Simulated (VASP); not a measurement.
# Ti in VASP: notebook

Ti is run at these levels: PBE; tasks: single point.

Everything below comes from runs of VASP 6.6.1. Logs are shortened: lines on timing, memory, paths and dates and some standing lists are left out, and cuts for length are marked.

**1. The cell of the first run**

The cell holds a slab with vacuum, 3 atoms: a = 2.940 Å, b = 2.940 Å, c = 20.648 Å, α = 90.00°, β = 90.00°, γ = 120.00°.

**2. Single point, PBE**

Contents of INCAR:

```
  PREC = Accurate
  ENCUT = 520
  EDIFF = 1E-6
  ISMEAR = -1
  SIGMA = 0.05
  LREAL = F
  LASPH = T
  NELM = 80
  ALGO = Normal
  ISIF = 2
  LWAVE = F
  LCHARG = T
  LDIPOL = T
  IDIPOL = 3
  DIPOL = 0.5 0.5 0.500
  GGA = PE
  LELF = T
  LVHAR = T
  LVACPOTAV = T
  NBANDS = 25
```

Contents of KPOINTS:

```
Automatic mesh
0
Gamma
  13 13 1
```

Contents of POSCAR:

```
Ti
1.0
    2.9399472394      0.0000000000      0.0000000000
   -1.4699736197      2.5460689951      0.0000000000
    0.0000000000      0.0000000000     20.6479000000
Ti
3
Direct
    0.0000000000      0.0000000000      0.3874493407
    0.3333333340      0.6666666660      0.5000000000
    0.0000000000      0.0000000000      0.6125506593
```

Potentials or basis: VASP PAW PBE potentials, release 64 (Ti_sv).

Command:

```console
$ cat potpaw_PBE.64/Ti_sv/POTCAR > POTCAR
$ mpirun -np 1 vasp_std > vasp.out
```

OUTCAR:

```text
PREC = Accurate
   ENCUT = 520
   EDIFF = 1E-6
   ISMEAR = -1
   LREAL = F
   LASPH = T
   NELM = 80
   ISIF = 2
   GGA = PE

 ion  position               nearest neighbor table
   1  0.000  0.000  0.387-   2 2.88   2 2.88   2 2.88
   2  0.333  0.667  0.500-   1 2.88   3 2.88   1 2.88   3 2.88   1 2.88   3 2.88
   3  0.000  0.000  0.613-   2 2.88   2 2.88   2 2.88

  LATTYP: Found a hexagonal cell.
 ALAT       =     2.9399472394
 C/A-ratio  =     7.0232212753

  Lattice vectors:

 A1 = (   2.9399472394,   0.0000000000,   0.0000000000)
 A2 = (  -1.4699736197,   2.5460689951,   0.0000000000)
 A3 = (   0.0000000000,   0.0000000000,  20.6479000000)

Analysis of symmetry for initial positions (statically):
=====================================================================
 Subroutine PRICEL returns:
 Original cell was already a primitive cell.

 Routine SETGRP: Setting up the symmetry group for a
 hexagonal supercell.

 Subroutine GETGRP returns: Found 12 space group operations
 (whereof 12 operations were pure point group operations)
 out of a pool of 24 trial point group operations.

The static configuration has the point symmetry D_3h.

Analysis of symmetry for dynamics (positions and initial velocities):
=====================================================================
 Subroutine PRICEL returns:
 Original cell was already a primitive cell.

 Routine SETGRP: Setting up the symmetry group for a
 hexagonal supercell.

 Subroutine GETGRP returns: Found 12 space group operations
 (whereof 12 operations were pure point group operations)
 out of a pool of 24 trial point group operations.

The dynamic configuration has the point symmetry D_3h.

 Subroutine INISYM returns: Found 12 space group operations
 (whereof 12 operations are pure point group operations),
 and found     1 'primitive' translations

----------------------------------------------------------------------------------------

                                     Primitive cell

  volume of cell :     154.5559

  direct lattice vectors                    reciprocal lattice vectors
     2.939947239  0.000000000  0.000000000     0.340142159  0.196381167  0.000000000
    -1.469973620  2.546068995  0.000000000     0.000000000  0.392762334  0.000000000
     0.000000000  0.000000000 20.647900000     0.000000000  0.000000000  0.048431075

  length of vectors
     2.939947239  2.939947239 20.647900000     0.392762334  0.392762334  0.048431075

  position of ions in fractional coordinates (direct lattice)
     0.000000000  0.000000000  0.387449341
     0.333333334  0.666666666  0.500000000
     0.000000000  0.000000000  0.612550659

  ion indices of the primitive-cell ions
   primitive index   ion index
                 1           1
                 2           2
                 3           3

----------------------------------------------------------------------------------------

 KPOINTS: Automatic mesh

Automatic generation of k-mesh.
 Grid dimensions read from file:
 generate k-points for:   13   13    1

 Generating k-lattice:

  Cartesian coordinates                     Fractional coordinates (reciprocal lattice)
     0.026164781  0.015106244  0.000000000     0.076923077  0.000000000  0.000000000
     0.000000000  0.030212487  0.000000000     0.000000000  0.076923077  0.000000000
     0.000000000  0.000000000  0.048431075     0.000000000  0.000000000  1.000000000

  Length of vectors
     0.030212487  0.030212487  0.048431075

  Shift w.r.t. Gamma in fractional coordinates (k-lattice)
     0.000000000  0.000000000  0.000000000

 Subroutine IBZKPT returns following result:
 ===========================================

 Found     21 irreducible k-points:

 Following reciprocal coordinates:
            Coordinates               Weight
  0.000000  0.000000  0.000000      1.000000
  0.076923  0.000000  0.000000      6.000000
  0.153846  0.000000  0.000000      6.000000
  0.230769 -0.000000  0.000000      6.000000
  0.307692  0.000000  0.000000      6.000000
  0.384615  0.000000  0.000000      6.000000
[... 13 lines left out ...]
  0.384615  0.230769  0.000000      6.000000
  0.307692  0.307692  0.000000      6.000000
   k-points           NKPTS =     21   k-points in BZ     NKDIM =     21   number of bands    NBANDS=     25
   number of dos      NEDOS =    301   number of ions     NIONS =      3
   total plane-waves  NPLWV =  92160
   dimension x,y,z NGX =    24 NGY =   24 NGZ =  160
   dimension x,y,z NGXF=    48 NGYF=   48 NGZF=  320
   ions per type =               3
   NGX,Y,Z   is equivalent  to a cutoff of  13.57, 13.57, 12.88 a.u.
   NGXF,Y,Z  is equivalent  to a cutoff of  27.14, 27.14, 25.76 a.u.
 SYSTEM =  unknown system
   PREC   = accura    normal or accurate (medium, high low for compatibility)
   ISTART =      0    job   : 0-new  1-cont  2-samecut
   ICHARG =      2    charge: 1-file 2-atom 10-const
   ISPIN  =      1    spin polarized calculation?
   LNONCOLLINEAR =      F non collinear calculations
   LSORBIT =      F    spin-orbit coupling
   LASPH  =      T    aspherical Exc in radial PAW
   ENCUT  =  520.0 eV  38.22 Ry    6.18 a.u.   5.47  5.47 38.39*2*pi/ulx,y,z
   NELM   =     80;   NELMIN=  2; NELMDL= -5     # of ELM steps
   EDIFF  = 0.1E-05   stopping-criterion for ELM
   LREAL  =      F    real-space projection
   EDIFFG = 0.1E-04   stopping-criterion for IOM
   NSW    =      0    number of steps for IOM
   IBRION =     -1    ionic relax: 0-MD 1-quasi-New 2-CG
   NFREE  =      0    steps in history (QN), initial steepest desc. (CG)
   ISIF   =      2    stress and relaxation
   ISYM   =      2    0-nonsym 1-usesym 2-fastsym
   POTIM  = 0.5000    time-step for ionic-motion
   TEBEG  =    0.0;   TEEND  =   0.0 temperature during run
   PSTRESS=    0.0 pullay stress
   NELECT =      36.0000    total number of electrons
   NUPDOWN=      -1.0000    fix difference up-down
   EMIN   =  10.00;   EMAX   =-10.00  energy-range for DOS
   EFERMI =   0.00;   METHOD = LEGACY
   ISMEAR =    -1;   SIGMA  =   0.05  broadening in eV -4-tet -1-fermi 0-gaus
   EFERMI_NEDOS =   21; number of points for ismear=-14 and -15
   IALGO  =     38    algorithm
   IMIX   =      4    mixing-type and parameters
     AMIX     =   0.40;   BMIX     =  1.00
     AMIX_MAG =   1.60;   BMIX_MAG =  1.00
  volume/ion in A,a.u.               =      51.52       347.66
  Fermi-wavevector in a.u.,A,eV,Ry     =   1.007273  1.903470 13.804452  1.014599
  Thomas-Fermi vector in A             =   2.140067
   LORBIT       =      0    0 simple, 1 ext, 2 COOP (PROOUT), +10 PAW based schemes
   GGA     = PE    functional components
   LHFCALC =     F    Hartree Fock is set to
   AEXX    =    0.0000 exact exchange contribution
   IVDW    =     0    specifies the selected vdW correction
   LEPSILON=     F    determine dielectric tensor
   LRPA    =     F    only Hartree local field effects (RPA)
 non-spin polarized calculation
  energy-cutoff  :      520.00
  volume of cell :      154.56
 maximum number of plane-waves:      4237
 NGX is ok and might be reduce to    24
   NGX = 11   NGY = 11   NGZ = 77

 dipolmoment           0.000000      0.000000      0.000000 electrons x Angstroem

 number of electron      36.0000003 magnetization

 dipolmoment           0.000000      0.000000     -0.000000 electrons x Angstroem

 Free energy of the ion-electron system (eV)
  ---------------------------------------------------
  ext. energy  EPLUGINS =         0.00000000
  ---------------------------------------------------
  free energy    TOTEN  =       -21.61419519 eV

  energy without entropy =      -21.54412829  energy(sigma->0) =      -21.57916174

 E-fermi :   0.0539     XC(G=0):  -4.9007

 val. band max:        0.0532331612   @ k =   0.3077   0.0000   0.0000
 cond. band min:       0.0547829151   @ k =   0.4615   0.0769   0.0000
 fundamental gap:      0.0015497539
 Fermi energy:         0.0539037857

 k-point     1 :       0.0000    0.0000    0.0000
  band No.  band energies     occupation
      1     -56.8492      2.00000
      2     -56.8402      2.00000
      3     -56.5935      2.00000
      4     -33.2931      2.00000
      5     -33.1571      2.00000
      6     -32.8046      2.00000
[... 17 lines left out ...]
     24       1.1554      0.00000
     25       1.1554      0.00000

 k-point     2 :       0.0769    0.0000    0.0000
  band No.  band energies     occupation
      1     -56.8448      2.00000
      2     -56.8362      2.00000
      3     -56.5900      2.00000
      4     -33.2845      2.00000
      5     -33.1556      2.00000
      6     -32.8331      2.00000
[... 17 lines left out ...]
     24       1.1464      0.00000
     25       1.2508      0.00000

 k-point     3 :       0.1538    0.0000    0.0000
  band No.  band energies     occupation
      1     -56.8325      2.00000
      2     -56.8251      2.00000
      3     -56.5801      2.00000
      4     -33.2605      2.00000
      5     -33.1525      2.00000
      6     -32.9146      2.00000
[... 17 lines left out ...]
     24       1.2594      0.00000
     25       1.5204      0.00000

 k-point     4 :       0.2308   -0.0000    0.0000
  band No.  band energies     occupation
      1     -56.8151      2.00000
      2     -56.8094      2.00000
      3     -56.5662      2.00000
      4     -33.2275      2.00000
      5     -33.1532      2.00000
      6     -33.0180      2.00000
[... 17 lines left out ...]
     24       1.6323      0.00000
     25       1.9880      0.00000

 k-point     5 :       0.3077    0.0000    0.0000
  band No.  band energies     occupation
      1     -56.7964      2.00000
      2     -56.7927      2.00000
      3     -56.5514      2.00000
      4     -33.2048      2.00000
      5     -33.1676      2.00000
      6     -33.1089      2.00000
[... 17 lines left out ...]
     24       1.9808      0.00000
     25       2.2121      0.00000

 k-point     6 :       0.3846    0.0000    0.0000
  band No.  band energies     occupation
      1     -56.7809      2.00000
      2     -56.7789      2.00000
      3     -56.5391      2.00000
      4     -33.2445      2.00000
      5     -33.2164      2.00000
      6     -33.1700      2.00000
[... 17 lines left out ...]
     24       2.4986      0.00000
     25       2.6224      0.00000
[... 309 lines left out ...]
 k-point    18 :       0.2308    0.2308    0.0000
  band No.  band energies     occupation
      1     -56.7764      2.00000
      2     -56.7748      2.00000
      3     -56.5355      2.00000
      4     -33.2042      2.00000
      5     -33.1711      2.00000
      6     -33.1611      2.00000
[... 17 lines left out ...]
     24       2.0973      0.00000
     25       2.3106      0.00000

 k-point    19 :       0.3077    0.2308    0.0000
  band No.  band energies     occupation
      1     -56.7670      2.00000
      2     -56.7664      2.00000
      3     -56.5281      2.00000
      4     -33.2158      2.00000
      5     -33.1904      2.00000
      6     -33.1681      2.00000
[... 17 lines left out ...]
     24       2.4233      0.00000
     25       2.4795      0.00000

 k-point    20 :       0.3846    0.2308    0.0000
  band No.  band energies     occupation
      1     -56.7636      2.00000
      2     -56.7633      2.00000
      3     -56.5254      2.00000
      4     -33.2187      2.00000
      5     -33.1993      2.00000
      6     -33.1656      2.00000
[... 17 lines left out ...]
     24       2.5828      0.00000
     25       2.6293      0.00000

 k-point    21 :       0.3077    0.3077    0.0000
  band No.  band energies     occupation
      1     -56.7621      2.00000
      2     -56.7619      2.00000
      3     -56.5241      2.00000
      4     -33.1856      2.00000
      5     -33.1688      2.00000
      6     -33.1573      2.00000
[... 17 lines left out ...]
     24       2.5326      0.00000
     25       2.5622      0.00000

------------------------ aborting loop because EDIFF is reached ----------------------------------------

  FORCE on cell =-STRESS in cart. coord.  units (eV):
  Direction    XX          YY          ZZ          XY          YZ          ZX
  --------------------------------------------------------------------------------------
  -------------------------------------------------------------------------------------
  Total       -1.9315588     -1.9315588     -1.8001046     -0.0000000      0.0000000      0.0000000
  in kB      -20.0231739    -20.0231739    -18.6604762     -0.0000000      0.0000000      0.0000000
  external PRESSURE =     -19.5689413 kB  Pullay stress =       0.0000000 kB

 VOLUME and BASIS-vectors are now :
 -----------------------------------------------------------------------------
  energy-cutoff  :      520.00
  volume of cell :      154.56
      direct lattice vectors                 reciprocal lattice vectors
     2.939947239  0.000000000  0.000000000     0.340142159  0.196381167  0.000000000
    -1.469973620  2.546068995  0.000000000     0.000000000  0.392762334  0.000000000
     0.000000000  0.000000000 20.647900000     0.000000000  0.000000000  0.048431075

 POSITION                                       TOTAL-FORCE (eV/Angst)
 -----------------------------------------------------------------------------------
      0.00000      0.00000      8.00002        -0.000000      0.000000      0.383590
      0.00000      1.69738     10.32395         0.000000     -0.000000      0.000000
      0.00000      0.00000     12.64788        -0.000000      0.000000     -0.383590
 -----------------------------------------------------------------------------------
    total drift:                               -0.000006      0.000003     -0.000000

  FREE ENERGIE OF THE ION-ELECTRON SYSTEM (eV)
  ---------------------------------------------------
  free  energy   TOTEN  =       -21.6141951935 eV

  energy  without entropy=      -21.5441282893  energy(sigma->0) =      -21.57916174

 vacuum level on the upper side and lower side of the slab         4.450         4.450
```

Wall time 2.2 min (1 thread of Intel Xeon Platinum 8488C (Sapphire Rapids), shared host); peak memory 0.3 GiB.

What came out:

| Quantity | Value |
| --- | --- |
| Free energy | -21.6142 eV |
| Largest force | 0.384 eV/Å |
| Band gap on the k mesh | zero (bands 18 and 19 overlap by 0.97 eV) |

Forces on the atoms (eV/Å):
```
Ti   0.000  0.000  0.384
Ti   0.000  0.000  0.000
Ti   0.000  0.000 -0.384
```

Levels at points of the mesh, in eV from the Fermi level:
| k point | band 15 | band 16 | band 17 | band 18 | band 19 | band 20 | band 21 | band 22 |
| --- | --- | --- | --- | --- | --- | --- | --- | --- |
| (0.00, 0.00, 0.00) | -2.90 | -0.08 | -0.04 | 0.60 | 0.72 | 0.79 | 0.79 | 0.80 |

**3. Single point, PBE**

Contents of INCAR:

```
SYSTEM = Ti
  PREC = Accurate
  ENCUT = 520
  EDIFF = 1E-7
  ISMEAR = -1
  SIGMA = 0.05
  LREAL = .False.
  LASPH = .True.
  NELM = 60
  ALGO = Normal
  ISIF = 2
  LWAVE = .False.
  LCHARG = .True.
  LDIPOL = .True.
  IDIPOL = 3
  DIPOL = 0.5 0.5 0.500
  GGA = PE
  LELF = .True.
  LVHAR = .True.
  LVACPOTAV = .True.
  NBANDS = 25
```

Contents of KPOINTS:

```
regular mesh
0
Gamma
  13 13 1
  0 0 0
```

Contents of POSCAR:

```
Ti
1.0
    2.9399472394      0.0000000000      0.0000000000
   -1.4699736197      2.5460689951      0.0000000000
    0.0000000000      0.0000000000     20.6479000000
Ti
3
Direct
    0.0000000000      0.0000000000      0.3925746978
    0.3333333333      0.6666666667      0.4999999811
    0.0000000000      0.0000000000      0.6074253211
```

Potentials or basis: VASP PAW PBE potentials, release 64 (Ti_sv).

Command:

```console
$ cat potpaw_PBE.64/Ti_sv/POTCAR > POTCAR
$ mpirun -np 1 vasp_std > vasp.out
```

Wall time 2.3 min (1 thread of Intel Xeon Platinum 8488C (Sapphire Rapids), shared host); peak memory 0.3 GiB.

It converged, with:

```yaml
Free_energy: -21.6584 eV
Largest_force: 0.006 eV/Å
Band_gap_on_the_k_mesh: zero (bands 18 and 19 overlap by 1.07 eV)
```

Forces in eV/Å, atoms in the order of the input:
```
Ti   0.000  0.000  0.006
Ti   0.000  0.000  0.000
Ti   0.000  0.000 -0.006
```

Levels at points of the mesh, in eV from the Fermi level:
| k point | band 14 | band 15 | band 16 | band 17 | band 18 | band 19 | band 20 | band 21 | band 22 | band 23 |
| --- | --- | --- | --- | --- | --- | --- | --- | --- | --- | --- |
| (0.00, 0.00, 0.00) | -4.15 | -2.90 | -0.10 | -0.04 | 0.70 | 0.70 | 0.74 | 0.74 | 0.96 | 1.03 |

**4. Single point, PBE**

Contents of INCAR:

```
PREC = Accurate
ENCUT = 520
EDIFF = 1E-6
ISMEAR = -1
SIGMA = 0.05
LREAL = False
LASPH = True
NELM = 100
ALGO = Normal
ISIF = 2
LWAVE = False
LCHARG = False
LDIPOL = True
IDIPOL = 3
DIPOL = 0.5 0.5 0.500
GGA = PE
EFIELD = -0.1
NBANDS = 25
```

Contents of KPOINTS:

```
regular mesh
0
Gamma
  13 13 1
```

POSCAR is that of step 3.

Command:

```console
$ cat potpaw_PBE.64/Ti_sv/POTCAR > POTCAR
$ mpirun -np 1 vasp_std > vasp.out
```

Run time: 2.5 min. Hardware: 1 thread of Intel Xeon Platinum 8488C (Sapphire Rapids), shared host; peak memory 0.29 GiB.

The run converged. Its results:

* Free energy: -21.6603 eV
* Largest force: 0.007 eV/Å
* Band gap on the k mesh: zero (bands 18 and 19 overlap by 1.07 eV)

Forces in eV/Å, atoms in the order of the input:
```
Ti   0.000  0.000  0.007
Ti   0.000  0.000 -0.002
Ti   0.000  0.000 -0.005
```

Levels at points of the mesh, in eV from the Fermi level:
```tsv
k point	band 15	band 16	band 17	band 18	band 19	band 20	band 21	band 22
(0.00, 0.00, 0.00)	-2.90	-0.10	-0.03	0.70	0.70	0.74	0.74	0.95
```

[end of part 1 of 2]
